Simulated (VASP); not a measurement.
# In (P6_3/mmc) in VASP: notebook, part 2 of 2

VASP 6.6.1. Earlier steps stand in the parts before.

## Step 5: Relaxation of cell and atoms, PBEsol

This run uses another cell than the first one, of 26.14 Å³/atom.

The input, INCAR:

```
SYSTEM = In
ALGO = Normal
EDIFF = 1E-7
EDIFFG = -0.01
ENCUT = 600
GGA = PS
IBRION = 2
ISIF = 3
ISMEAR = -1
LASPH = .TRUE.
LCHARG = .FALSE.
LREAL = .FALSE.
LWAVE = .FALSE.
NELM = 80
NSW = 80
PREC = Accurate
SIGMA = 0.1
```

The input, KPOINTS:

```
k-points
0
G
  11 11 6
  0 0 0
```

The input, POSCAR:

```
In
1.0
    3.3313943041      0.0000000000      0.0000000000
   -1.6656971520      2.8850720974      0.0000000000
    0.0000000000      0.0000000000      5.4401668986
In
2
Direct
    0.3333333333      0.6666666667      0.2500000000
    0.6666666667      0.3333333333      0.7500000000
```

Launch:

```bash
$ cat potpaw_PBE.64/In_d/POTCAR > POTCAR
$ mpirun -np 1 vasp_std > vasp.out
```

Wall time 3.8 min (1 thread of Intel Xeon 8259CL, shared host); peak memory 0.22 GiB.

It converged, with:

| Item | Value |
| --- | --- |
| Free energy | -5.9787 eV |
| Relaxed volume | 25.70 Å³/atom |
| Relaxed cell | a = 3.316 Å, b = 3.316 Å, c = 5.398 Å, α = 90.00°, β = 90.00°, γ = 120.00° |
| Space group after relaxing (to 0.1 Å) | P6_3/mmc (No. 194) |
| Energy gained by relaxing | 1.1 meV/atom |
| Ionic steps | 4 |
| Pressure after relaxing | 0.0 GPa |
| Band gap on the k mesh | zero (bands 13 and 14 overlap by 6.28 eV) |

Stress tensor (GPa, compression positive):
```
 0.02  0.00  0.00
 0.00  0.02  0.00
 0.00  0.00 -0.06
```

Step by step:
| step | energy change (eV) | largest force (eV/Å) | pressure (GPa) | volume (Å³) |
| --- | --- | --- | --- | --- |
| 1 | 0.0000 | 0.0000 | -0.72 | 52.29 |
| 2 | -0.0021 | 0.0000 | 0.00 | 51.41 |
| 3 | -0.0021 | 0.0000 | 0.01 | 51.40 |
| 4 | -0.0021 | 0.0000 | -0.01 | 51.41 |

Final structure:
```xyz
2
Lattice="3.3161 0.0000 0.0000 -1.6580 2.8718 0.0000 0.0000 0.0000 5.3980" Properties=species:S:1:pos:R:3 pbc="T T T"
In    0.0000    1.9145    1.3495
In    1.6580    0.9573    4.0485
```

Levels at points of the mesh, in eV from the Fermi level:
```csv
k point,band 11,band 12,band 13,band 14,band 15,band 16
"(0.00, 0.00, 0.00)",-9.68,-4.31,-3.45,8.40,8.40,10.29
"(0.00, 0.00, 0.50)",-8.26,-8.26,3.21,3.21,9.46,9.46
```

Caveat: the PAW data sets were made with another functional, which shifts forces and pressure a little; spin-orbit coupling is left out, which moves the levels of the heavy elements.

## Step 6: Single point, PBEsol

This run uses another cell than the first one, of 25.69 Å³/atom.

The input, INCAR:

```
SYSTEM = In
PREC = Accurate
ENCUT = 520
EDIFF = 1E-6
ISMEAR = -1
SIGMA = 0.1
LREAL = .False.
LASPH = .True.
NELM = 80
ALGO = Normal
ISIF = 2
LWAVE = .False.
LCHARG = .False.
GGA = PS
NBANDS = 20
```

The input, KPOINTS:

```
regular mesh
0
Gamma
  18 18 10
  0 0 0
```

The input, POSCAR:

```
In
1.0
    3.3163055326      0.0000000000      0.0000000000
   -1.6581527663      2.8720048380      0.0000000000
    0.0000000000      0.0000000000      5.3936927047
In
2
Direct
    0.3333333333      0.6666666667      0.2500000000
    0.6666666667      0.3333333333      0.7500000000
```

Potentials or basis: VASP PAW PBE potentials, release 64 (In_d).

Launch:

```bash
$ cat potpaw_PBE.64/In_d/POTCAR > POTCAR
$ mpirun -np 1 vasp_std > vasp.out
```

OUTCAR:

```text
SYSTEM = In
   PREC = Accurate
   ENCUT = 520
   EDIFF = 1E-6
   ISMEAR = -1
   LREAL = .False.
   LASPH = .True.
   NELM = 80
   ISIF = 2
   GGA = PS

 ion  position               nearest neighbor table
   1  0.333  0.667  0.250-   2 3.31   2 3.31   2 3.31   2 3.31   2 3.31   2 3.31
   2  0.667  0.333  0.750-   1 3.31   1 3.31   1 3.31   1 3.31   1 3.31   1 3.31

  LATTYP: Found a hexagonal cell.
 ALAT       =     3.3163055326
 C/A-ratio  =     1.6264160982

  Lattice vectors:

 A1 = (   3.3163055326,   0.0000000000,   0.0000000000)
 A2 = (  -1.6581527663,   2.8720048380,   0.0000000000)
 A3 = (   0.0000000000,   0.0000000000,   5.3936927047)

Analysis of symmetry for initial positions (statically):
=====================================================================
 Subroutine PRICEL returns:
 Original cell was already a primitive cell.

 Routine SETGRP: Setting up the symmetry group for a
 hexagonal supercell.

 Subroutine GETGRP returns: Found 24 space group operations
 (whereof 12 operations were pure point group operations)
 out of a pool of 24 trial point group operations.

The static configuration has the point symmetry D_3d.
 The point group associated with its full space group is D_6h.

Analysis of symmetry for dynamics (positions and initial velocities):
=====================================================================
 Subroutine PRICEL returns:
 Original cell was already a primitive cell.

 Routine SETGRP: Setting up the symmetry group for a
 hexagonal supercell.

 Subroutine GETGRP returns: Found 24 space group operations
 (whereof 12 operations were pure point group operations)
 out of a pool of 24 trial point group operations.

The dynamic configuration has the point symmetry D_3d.
 The point group associated with its full space group is D_6h.

 Subroutine INISYM returns: Found 24 space group operations
 (whereof 12 operations are pure point group operations),
 and found     1 'primitive' translations

----------------------------------------------------------------------------------------

                                     Primitive cell

  volume of cell :      51.3719

  direct lattice vectors                    reciprocal lattice vectors
     3.316305533  0.000000000  0.000000000     0.301540371  0.174094414  0.000000000
    -1.658152766  2.872004838  0.000000000     0.000000000  0.348188829  0.000000000
     0.000000000  0.000000000  5.393692705     0.000000000  0.000000000  0.185401738

  length of vectors
     3.316305533  3.316305533  5.393692705     0.348188829  0.348188829  0.185401738

  position of ions in fractional coordinates (direct lattice)
     0.333333333  0.666666667  0.250000000
     0.666666667  0.333333333  0.750000000

  ion indices of the primitive-cell ions
   primitive index   ion index
                 1           1
                 2           2

----------------------------------------------------------------------------------------

 KPOINTS: regular mesh

Automatic generation of k-mesh.
 Grid dimensions read from file:
 generate k-points for:   18   18   10

 Generating k-lattice:

  Cartesian coordinates                     Fractional coordinates (reciprocal lattice)
     0.016752243  0.009671912  0.000000000     0.055555556 -0.000000000  0.000000000
     0.000000000  0.019343824  0.000000000     0.000000000  0.055555556  0.000000000
     0.000000000  0.000000000  0.018540174     0.000000000  0.000000000  0.100000000

  Length of vectors
     0.019343824  0.019343824  0.018540174

  Shift w.r.t. Gamma in fractional coordinates (k-lattice)
     0.000000000  0.000000000  0.000000000

 Subroutine IBZKPT returns following result:
 ===========================================

 Found    222 irreducible k-points:

 Following reciprocal coordinates:
            Coordinates               Weight
  0.000000  0.000000  0.000000      1.000000
  0.055556  0.000000  0.000000      6.000000
  0.111111  0.000000  0.000000      6.000000
  0.166667  0.000000  0.000000      6.000000
  0.222222  0.000000  0.000000      6.000000
  0.277778  0.000000  0.000000      6.000000
[... 16 lines left out ...]
  0.333333  0.111111  0.000000     12.000000
  0.388889  0.111111  0.000000     12.000000
 [... further k-points ...]
   k-points           NKPTS =    222   k-points in BZ     NKDIM =    222   number of bands    NBANDS=     20
   number of dos      NEDOS =    301   number of ions     NIONS =      2
   total plane-waves  NPLWV =  31360
   dimension x,y,z NGX =    28 NGY =   28 NGZ =   40
   dimension x,y,z NGXF=    56 NGYF=   56 NGZF=   80
   ions per type =               2
   NGX,Y,Z   is equivalent  to a cutoff of  14.04, 14.04, 12.33 a.u.
   NGXF,Y,Z  is equivalent  to a cutoff of  28.07, 28.07, 24.66 a.u.
 SYSTEM =  In
   PREC   = accura    normal or accurate (medium, high low for compatibility)
   ISTART =      0    job   : 0-new  1-cont  2-samecut
   ICHARG =      2    charge: 1-file 2-atom 10-const
   ISPIN  =      1    spin polarized calculation?
   LNONCOLLINEAR =      F non collinear calculations
   LSORBIT =      F    spin-orbit coupling
   LASPH  =      T    aspherical Exc in radial PAW
   ENCUT  =  520.0 eV  38.22 Ry    6.18 a.u.   6.17  6.17 10.03*2*pi/ulx,y,z
   NELM   =     80;   NELMIN=  2; NELMDL= -5     # of ELM steps
   EDIFF  = 0.1E-05   stopping-criterion for ELM
   LREAL  =      F    real-space projection
   EDIFFG = 0.1E-04   stopping-criterion for IOM
   NSW    =      0    number of steps for IOM
   IBRION =     -1    ionic relax: 0-MD 1-quasi-New 2-CG
   NFREE  =      0    steps in history (QN), initial steepest desc. (CG)
   ISIF   =      2    stress and relaxation
   ISYM   =      2    0-nonsym 1-usesym 2-fastsym
   POTIM  = 0.5000    time-step for ionic-motion
   TEBEG  =    0.0;   TEEND  =   0.0 temperature during run
   PSTRESS=    0.0 pullay stress
   NELECT =      26.0000    total number of electrons
   NUPDOWN=      -1.0000    fix difference up-down
   EMIN   =  10.00;   EMAX   =-10.00  energy-range for DOS
   EFERMI =   0.00;   METHOD = LEGACY
   ISMEAR =    -1;   SIGMA  =   0.10  broadening in eV -4-tet -1-fermi 0-gaus
   EFERMI_NEDOS =   21; number of points for ismear=-14 and -15
   IALGO  =     38    algorithm
   IMIX   =      4    mixing-type and parameters
     AMIX     =   0.40;   BMIX     =  1.00
     AMIX_MAG =   1.60;   BMIX_MAG =  1.00
  volume/ion in A,a.u.               =      25.69       173.34
  Fermi-wavevector in a.u.,A,eV,Ry     =   1.304640  2.465412 23.158275  1.702085
  Thomas-Fermi vector in A             =   2.435562
   LORBIT       =      0    0 simple, 1 ext, 2 COOP (PROOUT), +10 PAW based schemes
   GGA     = PS    functional components
   LHFCALC =     F    Hartree Fock is set to
   AEXX    =    0.0000 exact exchange contribution
   IVDW    =     0    specifies the selected vdW correction
   LEPSILON=     F    determine dielectric tensor
   LRPA    =     F    only Hartree local field effects (RPA)
 non-spin polarized calculation
  energy-cutoff  :      520.00
  volume of cell :       51.37
 maximum number of plane-waves:      1404
 NGX is ok and might be reduce to    28
   NGX = 13   NGY = 13   NGZ = 21

 number of electron      25.9999997 magnetization

 Free energy of the ion-electron system (eV)
  ---------------------------------------------------
  ext. energy  EPLUGINS =         0.00000000
  ---------------------------------------------------
  free energy    TOTEN  =        -5.96525905 eV

  energy without entropy =       -5.93398863  energy(sigma->0) =       -5.94962384

 E-fermi :   7.5818     XC(G=0): -10.4936

 val. band max:        7.5752311610   @ k =   0.3333   0.2222   0.1000
 cond. band min:       7.5894283089   @ k =   0.3889   0.1667   0.0000
 fundamental gap:      0.0141971479
 Fermi energy:         7.5818228913

 k-point     1 :       0.0000    0.0000    0.0000
  band No.  band energies     occupation
      1      -7.0711      2.00000
      2      -6.9918      2.00000
      3      -6.9647      2.00000
      4      -6.9647      2.00000
      5      -6.9332      2.00000
      6      -6.9332      2.00000
[... 12 lines left out ...]
     19      18.5068      0.00000
     20      18.9711      0.00000

 k-point     2 :       0.0556    0.0000    0.0000
  band No.  band energies     occupation
      1      -7.0663      2.00000
      2      -6.9968      2.00000
      3      -6.9568      2.00000
      4      -6.9554      2.00000
      5      -6.9328      2.00000
      6      -6.9244      2.00000
[... 498 lines left out ...]
 k-point    24 :       0.3889    0.1111    0.0000
  band No.  band energies     occupation
      1      -7.1564      2.00000
      2      -7.0920      2.00000
      3      -6.9910      2.00000
      4      -6.9729      2.00000
      5      -6.8498      2.00000
      6      -6.8400      2.00000
[... 12 lines left out ...]
     19      16.1884      0.00000
     20      17.1203      0.00000

 [... further k-points ...]
[... 5 lines left out ...]
  --------------------------------------------------------------------------------------
  -------------------------------------------------------------------------------------
  Total        0.0124280      0.0124280      0.0179066      0.0000000      0.0000000      0.0000000
  in kB        0.3876027      0.3876027      0.5584667      0.0000000      0.0000000      0.0000000
  external PRESSURE =       0.4445574 kB  Pullay stress =       0.0000000 kB

 VOLUME and BASIS-vectors are now :
 -----------------------------------------------------------------------------
  energy-cutoff  :      520.00
  volume of cell :       51.37
      direct lattice vectors                 reciprocal lattice vectors
     3.316305533  0.000000000  0.000000000     0.301540371  0.174094414  0.000000000
    -1.658152766  2.872004838  0.000000000     0.000000000  0.348188829  0.000000000
     0.000000000  0.000000000  5.393692705     0.000000000  0.000000000  0.185401738

 POSITION                                       TOTAL-FORCE (eV/Angst)
 -----------------------------------------------------------------------------------
     -0.00000      1.91467      1.34842        -0.000000      0.000000      0.000000
      1.65815      0.95733      4.04527         0.000000     -0.000000      0.000000
 -----------------------------------------------------------------------------------
    total drift:                               -0.000000      0.000000      0.000000

  FREE ENERGIE OF THE ION-ELECTRON SYSTEM (eV)
  ---------------------------------------------------
  free  energy   TOTEN  =        -5.9652590483 eV

  energy  without entropy=       -5.9339886262  energy(sigma->0) =       -5.94962384
```

OSZICAR:

```text
N       E                     dE             d eps       ncg     rms          rms(c)
DAV:   1     0.211067320244E+03    0.21107E+03   -0.13153E+04  8924   0.183E+03
DAV:   2     0.972072629494E+01   -0.20135E+03   -0.19751E+03  8952   0.377E+02
DAV:   3    -0.558893735974E+01   -0.15310E+02   -0.15216E+02 10192   0.119E+02
DAV:   4    -0.602903396202E+01   -0.44010E+00   -0.43985E+00 10652   0.219E+01
DAV:   5    -0.605347616321E+01   -0.24442E-01   -0.24441E-01 12864   0.429E+00    0.346E+00
DAV:   6    -0.598039402479E+01    0.73082E-01   -0.13294E-01 12116   0.609E+00    0.151E+00
DAV:   7    -0.596663351609E+01    0.13761E-01   -0.32814E-02 12156   0.271E+00    0.407E-01
DAV:   8    -0.596524595146E+01    0.13876E-02   -0.16707E-03  9916   0.511E-01    0.341E-02
DAV:   9    -0.596525593672E+01   -0.99853E-05   -0.87990E-05 14112   0.101E-01    0.124E-02
DAV:  10    -0.596525849823E+01   -0.25615E-05   -0.33061E-06  8200   0.279E-02    0.498E-03
DAV:  11    -0.596525904828E+01   -0.55004E-06   -0.12297E-06  7236   0.140E-02
   1 F= -.59652590E+01 E0= -.59496238E+01  d E =-.312704E-01
```

stdout:

```text
POSCAR found type information on POSCAR In
 POSCAR found :  1 types and       2 ions
 scaLAPACK will be used
 -----------------------------------------------------------------------------
|                                                                             |
|                                                                             |
|     You enforced a specific xc type in the INCAR file but a different       |
|     I HOPE YOU KNOW WHAT YOU ARE DOING!                                     |
|                                                                             |
 -----------------------------------------------------------------------------

 LDA part: xc-table for (Slater+PW92), standard interpolation
 POSCAR, INCAR and KPOINTS ok, starting setup
 FFT: planning ... GRIDC
 FFT: planning ... GRID_SOFT
 FFT: planning ... GRID
 WAVECAR not read
 entering main loop
```

It took 4 min on 1 thread of Intel Xeon 8259CL, shared host; peak memory 0.31 GiB.

Results:

- Free energy: -5.9653 eV
- Pressure: 0.0 GPa
- Band gap on the k mesh: zero (bands 13 and 14 overlap by 6.50 eV)

Caveat: the PAW data sets were made with another functional, which shifts forces and pressure a little; spin-orbit coupling is left out, which moves the levels of the heavy elements.

## Step 7: Summary

| task | cell | k mesh | cutoff (eV) | gap on the mesh (eV) | pressure (GPa) |
| --- | --- | --- | --- | --- | --- |
| single point | a = 3.360, b = 3.360, c = 5.465 Å, angles 90.0, 90.0, 120.0°, 2 atoms | 12 × 12 × 7 | 520 | none | -1.6 |
| single point | a = 3.402, b = 3.402, c = 5.534 Å, angles 90.0, 90.0, 120.0°, 2 atoms | 12 × 12 × 7 | 520 | none | -2.8 |
| single point | a = 3.444, b = 3.444, c = 5.601 Å, angles 90.0, 90.0, 120.0°, 2 atoms | 12 × 12 × 7 | 520 | none | -3.7 |
| relaxation of cell and atoms | relaxed from a = 3.331, b = 3.331, c = 5.440 Å, angles 90.0, 90.0, 120.0°, 2 atoms | 11 × 11 × 6 | 600 | none | 0.0 |
| single point | a = 3.316, b = 3.316, c = 5.394 Å, angles 90.0, 90.0, 120.0°, 2 atoms | 18 × 18 × 10 | 520 | none | 0.0 |

Alike in all rows: level PBEsol; potentials or basis VASP PAW PBE potentials, release 64 (In_d); no spin polarisation; smearing fermi-dirac 0.1 eV.

Caveats: the PAW data sets were made with another functional, which shifts forces and pressure a little; spin-orbit coupling is left out, which moves the levels of the heavy elements; the cell stands under tension (at least some runs).

Absolute energies hang on the potentials; compare differences alone.

The gap in the log of VASP goes by the Fermi energy; the results here count the filled bands.